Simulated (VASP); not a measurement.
# GaN (Pmm2) in VASP: single point with PBE

Aim: the single point of GaN with PBE.

Everything below comes from runs of VASP 6.6.1. Logs are shortened: lines on timing, memory, paths and dates and some standing lists are left out, and cuts for length are marked.

### 1 The cell of the first run

The structure is orthorhombic, space group Pmm2 (No. 25). The conventional cell has a = 3.216 Å, b = 3.216 Å, c = 8.797 Å, α = 90.00°, β = 90.00°, γ = 90.00°. Ga (site symmetry mm2) has 4 N at 1.97 Å within 2.6 Å. Ga (site symmetry mm2) has 4 N at 1.97 Å within 2.6 Å. Ga (site symmetry mm2) has 4 N at 1.97 Å within 2.6 Å. Ga (site symmetry mm2) has 4 N at 1.81 to 1.97 Å within 2.4 Å. Within 2.6 Å of N (site symmetry mm2) lie 4 Ga at 1.97 Å. N (site symmetry mm2) has 4 Ga at 1.97 Å within 2.6 Å. Within 2.6 Å of N (site symmetry mm2) lie 4 Ga at 1.97 Å. Within 2.4 Å of N (site symmetry mm2) lie 4 Ga at 1.81 to 1.97 Å.

### 2 Single point, PBE (the distance across one plane changed)

File INCAR:

```
SYSTEM = GaN
ALGO = Normal
EDIFF = 1E-6
ENCUT = 520
GGA = PE
ISIF = 2
ISMEAR = 0
LASPH = .TRUE.
LCHARG = .FALSE.
LREAL = .FALSE.
LWAVE = .FALSE.
NBANDS = 46
NELM = 100
PREC = Accurate
SIGMA = 0.05
```

File KPOINTS:

```
k-points
0
G
  8 8 3
  0 0 0
```

File POSCAR:

```
GaN
1.0
   -2.2742384928     -2.2742384928      0.0000000000
    2.2742384928     -2.2742384928      0.0000000000
    0.0000000000      0.0000000000      8.7969539710
Ga N
4 4
Direct
    0.5000000000      0.5000000000      0.1938942588
    0.0000000000      0.0000000000      0.4524199371
    0.5000000000      0.5000000000      0.7109456155
    0.0000000000      0.0000000000      0.9694712938
    0.5000000000      0.0000000000      0.3231570979
    0.0000000000      0.5000000000      0.5816827763
    0.5000000000      0.0000000000      0.8402084546
    0.0000000000      0.5000000000      0.0646314196
```

Potentials or basis: VASP PAW PBE potentials, release 64 (Ga_d, N).

On the command line:

```
cat potpaw_PBE.64/Ga_d/POTCAR potpaw_PBE.64/N/POTCAR > POTCAR
mpirun -np 1 vasp_std > vasp.out
```

OUTCAR:

```text
SYSTEM = GaN
   EDIFF = 1E-6
   ENCUT = 520
   GGA = PE
   ISIF = 2
   ISMEAR = 0
   LASPH = .TRUE.
   LREAL = .FALSE.
   NELM = 100
   PREC = Accurate

 ion  position               nearest neighbor table
   1  0.500  0.500  0.194-   5 1.97   5 1.97   8 1.97   8 1.97
   2  0.000  0.000  0.452-   5 1.97   5 1.97   6 1.97   6 1.97
   3  0.500  0.500  0.711-   7 1.97   7 1.97   6 1.97   6 1.97
   4  0.000  0.000  0.969-   8 1.81   8 1.81   7 1.97   7 1.97
   5  0.500  0.000  0.323-   1 1.97   1 1.97   2 1.97   2 1.97
   6  0.000  0.500  0.582-   2 1.97   3 1.97   2 1.97   3 1.97
   7  0.500  0.000  0.840-   3 1.97   3 1.97   4 1.97   4 1.97
   8  0.000  0.500  0.065-   4 1.81   4 1.81   1 1.97   1 1.97

  LATTYP: Found a simple tetragonal cell.
 ALAT       =     3.2162589206
 C/A-ratio  =     2.7351510523

  Lattice vectors:

 A1 = (  -2.2742384928,  -2.2742384928,   0.0000000000)
 A2 = (   2.2742384928,  -2.2742384928,   0.0000000000)
 A3 = (   0.0000000000,   0.0000000000,   8.7969539710)

Analysis of symmetry for initial positions (statically):
=====================================================================
 Subroutine PRICEL returns:
 Original cell was already a primitive cell.

 Routine SETGRP: Setting up the symmetry group for a
 simple tetragonal supercell.

 Subroutine GETGRP returns: Found  4 space group operations
 (whereof  4 operations were pure point group operations)
 out of a pool of 16 trial point group operations.

The static configuration has the point symmetry C_2v.

Analysis of symmetry for dynamics (positions and initial velocities):
=====================================================================
 Subroutine PRICEL returns:
 Original cell was already a primitive cell.

 Routine SETGRP: Setting up the symmetry group for a
 simple tetragonal supercell.

 Subroutine GETGRP returns: Found  4 space group operations
 (whereof  4 operations were pure point group operations)
 out of a pool of 16 trial point group operations.

The dynamic configuration has the point symmetry C_2v.

 Subroutine INISYM returns: Found  4 space group operations
 (whereof  4 operations are pure point group operations),
 and found     1 'primitive' translations

----------------------------------------------------------------------------------------

                                     Primitive cell

  volume of cell :      90.9985

  direct lattice vectors                    reciprocal lattice vectors
    -2.274238493 -2.274238493  0.000000000    -0.219853811 -0.219853811  0.000000000
     2.274238493 -2.274238493  0.000000000     0.219853811 -0.219853811  0.000000000
     0.000000000  0.000000000  8.796953971     0.000000000  0.000000000  0.113675711

  length of vectors
     3.216258921  3.216258921  8.796953971     0.310920241  0.310920241  0.113675711

  position of ions in fractional coordinates (direct lattice)
     0.500000000  0.500000000  0.193894259
     0.000000000  0.000000000  0.452419937
     0.500000000  0.500000000  0.710945616
     0.000000000  0.000000000  0.969471294
     0.500000000  0.000000000  0.323157098
     0.000000000  0.500000000  0.581682776
     0.500000000  0.000000000  0.840208455
     0.000000000  0.500000000  0.064631420

  ion indices of the primitive-cell ions
   primitive index   ion index
                 1           1
                 2           2
                 3           3
                 4           4
                 5           5
                 6           6
                 7           7
                 8           8

----------------------------------------------------------------------------------------

 KPOINTS: k-points

Automatic generation of k-mesh.
 Grid dimensions read from file:
 generate k-points for:    8    8    3

 Generating k-lattice:

  Cartesian coordinates                     Fractional coordinates (reciprocal lattice)
    -0.027481726 -0.027481726  0.000000000     0.125000000  0.000000000  0.000000000
     0.027481726 -0.027481726  0.000000000     0.000000000  0.125000000  0.000000000
     0.000000000  0.000000000  0.037891904     0.000000000  0.000000000  0.333333333

  Length of vectors
     0.038865030  0.038865030  0.037891904

  Shift w.r.t. Gamma in fractional coordinates (k-lattice)
     0.000000000  0.000000000  0.000000000

 Subroutine IBZKPT returns following result:
 ===========================================

 Found     50 irreducible k-points:

 Following reciprocal coordinates:
            Coordinates               Weight
  0.000000  0.000000  0.000000      1.000000
  0.125000  0.000000  0.000000      2.000000
  0.000000  0.125000  0.000000      2.000000
  0.250000  0.000000  0.000000      2.000000
  0.000000  0.250000  0.000000      2.000000
  0.375000  0.000000  0.000000      2.000000
[... 16 lines left out ...]
  0.500000  0.375000  0.000000      2.000000
 -0.375000  0.500000  0.000000      2.000000
 [... further k-points ...]
   k-points           NKPTS =     50   k-points in BZ     NKDIM =     50   number of bands    NBANDS=     46
   number of dos      NEDOS =    301   number of ions     NIONS =      8
   total plane-waves  NPLWV =  40320
   dimension x,y,z NGX =    24 NGY =   24 NGZ =   70
   dimension x,y,z NGXF=    48 NGYF=   48 NGZF=  140
   ions per type =               4   4
   NGX,Y,Z   is equivalent  to a cutoff of  12.41, 12.41, 13.23 a.u.
   NGXF,Y,Z  is equivalent  to a cutoff of  24.81, 24.81, 26.46 a.u.
 SYSTEM =  GaN
   PREC   = accura    normal or accurate (medium, high low for compatibility)
   ISTART =      0    job   : 0-new  1-cont  2-samecut
   ICHARG =      2    charge: 1-file 2-atom 10-const
   ISPIN  =      1    spin polarized calculation?
   LNONCOLLINEAR =      F non collinear calculations
   LSORBIT =      F    spin-orbit coupling
   LASPH  =      T    aspherical Exc in radial PAW
   ENCUT  =  520.0 eV  38.22 Ry    6.18 a.u.   5.98  5.98 16.36*2*pi/ulx,y,z
   NELM   =    100;   NELMIN=  2; NELMDL= -5     # of ELM steps
   EDIFF  = 0.1E-05   stopping-criterion for ELM
   LREAL  =      F    real-space projection
   EDIFFG = 0.1E-04   stopping-criterion for IOM
   NSW    =      0    number of steps for IOM
   IBRION =     -1    ionic relax: 0-MD 1-quasi-New 2-CG
   NFREE  =      0    steps in history (QN), initial steepest desc. (CG)
   ISIF   =      2    stress and relaxation
   ISYM   =      2    0-nonsym 1-usesym 2-fastsym
   POTIM  = 0.5000    time-step for ionic-motion
   TEBEG  =    0.0;   TEEND  =   0.0 temperature during run
   PSTRESS=    0.0 pullay stress
   NELECT =      72.0000    total number of electrons
   NUPDOWN=      -1.0000    fix difference up-down
   EMIN   =  10.00;   EMAX   =-10.00  energy-range for DOS
   EFERMI =   0.00;   METHOD = LEGACY
   ISMEAR =     0;   SIGMA  =   0.05  broadening in eV -4-tet -1-fermi 0-gaus
   EFERMI_NEDOS =   21; number of points for ismear=-14 and -15
   IALGO  =     38    algorithm
   IMIX   =      4    mixing-type and parameters
     AMIX     =   0.40;   BMIX     =  1.00
     AMIX_MAG =   1.60;   BMIX_MAG =  1.00
  volume/ion in A,a.u.               =      11.37        76.76
  Fermi-wavevector in a.u.,A,eV,Ry     =   1.514169  2.861364 31.194164  2.292706
  Thomas-Fermi vector in A             =   2.623862
   LORBIT       =      0    0 simple, 1 ext, 2 COOP (PROOUT), +10 PAW based schemes
   GGA     = PE    functional components
   LHFCALC =     F    Hartree Fock is set to
   AEXX    =    0.0000 exact exchange contribution
   IVDW    =     0    specifies the selected vdW correction
   LEPSILON=     F    determine dielectric tensor
   LRPA    =     F    only Hartree local field effects (RPA)
 non-spin polarized calculation
 Gauss-broadening in eV      SIGMA  =   0.05
  energy-cutoff  :      520.00
  volume of cell :       91.00
 maximum number of plane-waves:      2482
   NGX = 11   NGY = 11   NGZ = 33

 number of electron      72.0000018 magnetization

 Free energy of the ion-electron system (eV)
  ---------------------------------------------------
  ext. energy  EPLUGINS =         0.00000000
  ---------------------------------------------------
  free energy    TOTEN  =       -48.03548212 eV

  energy without entropy =      -48.03548212  energy(sigma->0) =      -48.03548212

 E-fermi :   5.6841     XC(G=0): -11.7013

 val. band max:        5.4667007658   @ k =   0.0000   0.0000   0.0000
 cond. band min:       7.0237102660   @ k =   0.0000   0.0000   0.0000
 fundamental gap:      1.5570095002
 Fermi energy:         5.6840892408

 k-point     1 :       0.0000    0.0000    0.0000
  band No.  band energies     occupation
      1     -11.1056      2.00000
      2     -10.0790      2.00000
      3      -9.6685      2.00000
      4      -9.2987      2.00000
      5      -8.3863      2.00000
      6      -8.3761      2.00000
[... 38 lines left out ...]
     45      15.5712      0.00000
     46      15.6542      0.00000

 k-point     2 :       0.1250    0.0000    0.0000
  band No.  band energies     occupation
      1     -11.0245      2.00000
      2     -10.0279      2.00000
      3      -9.6364      2.00000
      4      -9.2863      2.00000
      5      -8.3806      2.00000
      6      -8.3628      2.00000
[... 38 lines left out ...]
     45      15.6542      0.00000
     46      15.7329      0.00000

 k-point     3 :       0.0000    0.1250    0.0000
  band No.  band energies     occupation
      1     -11.0001      2.00000
      2     -10.0236      2.00000
      3      -9.6371      2.00000
      4      -9.2868      2.00000
      5      -8.3867      2.00000
      6      -8.3734      2.00000
[... 1018 lines left out ...]
     45      15.1485      0.00000
     46      15.5402      0.00000

 k-point    24 :      -0.3750    0.5000    0.0000
  band No.  band energies     occupation
      1     -10.2283      2.00000
      2      -9.6383      2.00000
      3      -9.3204      2.00000
      4      -9.1348      2.00000
      5      -8.3331      2.00000
      6      -8.2376      2.00000
[... 38 lines left out ...]
     45      15.2130      0.00000
     46      15.6099      0.00000

 [... further k-points ...]

------------------------ aborting loop because EDIFF is reached ----------------------------------------

  FORCE on cell =-STRESS in cart. coord.  units (eV):
  Direction    XX          YY          ZZ          XY          YZ          ZX
  --------------------------------------------------------------------------------------
  -------------------------------------------------------------------------------------
  Total        4.2225467      4.2225467      4.3586251     -2.0962758      0.0000000      0.0000000
  in kB       74.3448205     74.3448205     76.7407022    -36.9083537      0.0000000      0.0000000
  external PRESSURE =      75.1434477 kB  Pullay stress =       0.0000000 kB

 VOLUME and BASIS-vectors are now :
 -----------------------------------------------------------------------------
  energy-cutoff  :      520.00
  volume of cell :       91.00
      direct lattice vectors                 reciprocal lattice vectors
    -2.274238493 -2.274238493  0.000000000    -0.219853811 -0.219853811  0.000000000
     2.274238493 -2.274238493  0.000000000     0.219853811 -0.219853811  0.000000000
     0.000000000  0.000000000  8.796953971     0.000000000  0.000000000  0.113675711

 POSITION                                       TOTAL-FORCE (eV/Angst)
 -----------------------------------------------------------------------------------
      0.00000     -2.27424      1.70568         0.000000      0.000000      0.868194
      0.00000      0.00000      3.97992         0.000000      0.000000      0.347076
      0.00000     -2.27424      6.25416        -0.000000     -0.000000      0.367966
      0.00000      0.00000      8.52839         0.000000      0.000000     -3.606923
     -1.13712     -1.13712      2.84280         0.000000      0.000000     -0.323684
      1.13712     -1.13712      5.11704         0.000000      0.000000     -0.356898
     -1.13712     -1.13712      7.39128         0.000000      0.000000     -0.496699
      1.13712     -1.13712      0.56856         0.000000      0.000000      3.200968
 -----------------------------------------------------------------------------------
    total drift:                                0.000000     -0.000000     -0.000523

  FREE ENERGIE OF THE ION-ELECTRON SYSTEM (eV)
  ---------------------------------------------------
  free  energy   TOTEN  =       -48.0354821219 eV

  energy  without entropy=      -48.0354821219  energy(sigma->0) =      -48.03548212
```

It took 5.6 min on 1 thread of Intel Xeon 8259CL, shared host; peak memory 0.29 GiB.

What came out:

```
Free energy            : -48.0355 eV
Pressure               : 7.5 GPa
Largest force          : 3.607 eV/Å
Band gap on the k mesh : 1.56 eV
```

Forces in eV/Å, atoms in the order of the input:
```
Ga   0.000  0.000  0.868
Ga   0.000  0.000  0.347
Ga   0.000  0.000  0.368
Ga   0.000  0.000 -3.607
N    0.000  0.000 -0.324
N    0.000  0.000 -0.357
N    0.000  0.000 -0.497
N    0.000  0.000  3.201
```

Stress tensor (GPa, compression positive):
```
 7.43 -3.69  0.00
-3.69  7.43  0.00
 0.00  0.00  7.67
```

Caveat: the cell differs from its parent crystal (the distance across one plane changed); the cell stands under pressure; forces of over 1 eV/Å act on the atoms, so gaps and moduli don't describe the material at rest.
